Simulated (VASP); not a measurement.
Crystal: SnTe3.

```xyz
4
Lattice="6.1836 0.0000 0.0000 0.0000 6.1836 0.0000 0.0000 0.0000 3.3800" Properties=species:S:1:pos:R:3 pbc="T T T"
Sn    0.0000    0.0000    1.1231
Te    3.0918    0.0000    1.8833
Te    0.0000    3.0918    1.8833
Te    3.0918    3.0918    1.9332
```

The cell was generated, and may not be a known phase.

```yaml
Program: VASP 6.6.1
Task: relaxation of cell and atoms
Functional: PBE
Potentials_or_basis: VASP PAW PBE potentials, release 64 (Sn_d, Te)
Cutoff: 600 eV
k_mesh: 6 × 6 × 10
Occupations: gaussian, width 0.1 eV
Spin: no spin polarisation
```

At the start: pressure 0.2 GPa; volume 32.31 Å³/atom.

How do energy, volume and symmetry change on relaxing?

Over 29 steps the energy falls by 52.0 meV/atom and the volume is 32.24 Å³/atom (-0.2 %); space group P4mm (No. 99, to 0.1 Å) before, P4/mmm (No. 123, to 0.1 Å).

Step by step:
```csv
step,energy change (eV),largest force (eV/Å),pressure (GPa),volume (Å³)
1,0.0000,0.0935,0.22,129.24
2,-0.0325,0.1748,-0.28,130.03
3,-0.0996,0.3244,-1.15,132.09
4,-0.0964,0.2845,-0.91,131.37
5,-0.1039,0.3069,-1.06,131.75
6,-0.1105,0.3194,-0.06,128.92
7,-0.1135,0.3156,-0.44,129.92
8,-0.1237,0.2910,0.11,128.38
9,-0.1253,0.2761,0.45,127.51
10,-0.1329,0.2563,0.24,128.08
11,-0.1443,0.2007,-0.28,129.66
12,-0.1505,0.1949,-0.29,129.66
13,-0.1652,0.1775,-0.29,129.68
14,-0.1767,0.1442,-0.26,129.69
15,-0.1819,0.1266,-0.14,129.36
16,-0.1924,0.1077,0.23,128.39
17,-0.1933,0.1135,0.98,126.47
18,-0.1960,0.1111,0.63,127.34
19,-0.2031,0.1036,0.11,128.69
20,-0.2032,0.1022,0.02,128.92
21,-0.2040,0.0956,-0.05,129.13
22,-0.2048,0.0751,-0.27,129.75
23,-0.2052,0.0701,-0.25,129.69
24,-0.2062,0.0554,-0.18,129.52
25,-0.2073,0.0258,-0.06,129.17
26,-0.2065,0.0334,0.20,128.47
27,-0.2075,0.0078,0.02,128.95
28,-0.2080,0.0036,0.02,128.96
29,-0.2081,0.0023,0.02,128.96
```

Final structure:
```cif
data_structure
_symmetry_space_group_name_H-M 'P 1'
_symmetry_Int_Tables_number 1
_cell_length_a 6.3941
_cell_length_b 6.3941
_cell_length_c 3.1542
_cell_angle_alpha 90.000
_cell_angle_beta 90.000
_cell_angle_gamma 90.000
_cell_volume 128.96
loop_
_atom_site_label
_atom_site_type_symbol
_atom_site_fract_x
_atom_site_fract_y
_atom_site_fract_z
_atom_site_occupancy
Sn1 Sn 0.00000 0.00000 0.50259 1
Te1 Te 0.50000 0.00000 0.50518 1
Te2 Te 0.00000 0.50000 0.50518 1
Te3 Te 0.50000 0.50000 0.50565 1
```

Caveat: the highest band is partly filled, so the run has too few bands.
